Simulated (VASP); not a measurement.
Runs of VASP 6.6.1 on TeP2. The structure is that of space group Fm-3m (No. 225), or close to it. The cells are those of the table. 

| task | cell | k mesh | cutoff (eV) | k mesh for the DOS | occupations for the DOS | gap on the mesh (eV) | pressure (GPa) | relaxed volume (Å³/atom) |
| --- | --- | --- | --- | --- | --- | --- | --- | --- |
| single point | a = 4.626 Å, angles 60.0°, 3 atoms | 12 × 12 × 12 | 520 | - | - | none | -0.1 | - |
| relaxation of cell and atoms | relaxed from a = 5.030 Å, angles 60.0°, 3 atoms | 4 × 4 × 4 | 600 | - | - | none | -0.1 | 23.08 |
| relaxation of cell and atoms | relaxed from a = 4.610 Å, angles 60.0°, 3 atoms | 12 × 12 × 12 | 600 | - | - | none | 0.0 | 23.30 |
| single point | a = 5.030 Å, angles 60.0°, 3 atoms | 4 × 4 × 4 | 520 | - | - | none | (a) | - |
| single point | a = 4.610 Å, angles 60.0°, 3 atoms | 4 × 4 × 4 | 520 | - | - | none | -0.1 | - |

Alike in all rows: level PBE; potentials or basis VASP PAW PBE potentials, release 64 (Te, P); no spin polarisation; smearing gaussian 0.1 eV.

**Question.** Estimate the missing entries.

**Answer.** (a) -8.9.

Caveats: some runs use coarse meshes; spin-orbit coupling is left out, which moves the levels of the heavy elements; the volume moved by over 15 % at a fixed basis, so the end points are rough (some runs).

A k mesh can miss the band edges, and the runs leave out spin-orbit coupling on Te.

A gap of «none» marks levels without a gap at the run's occupations.
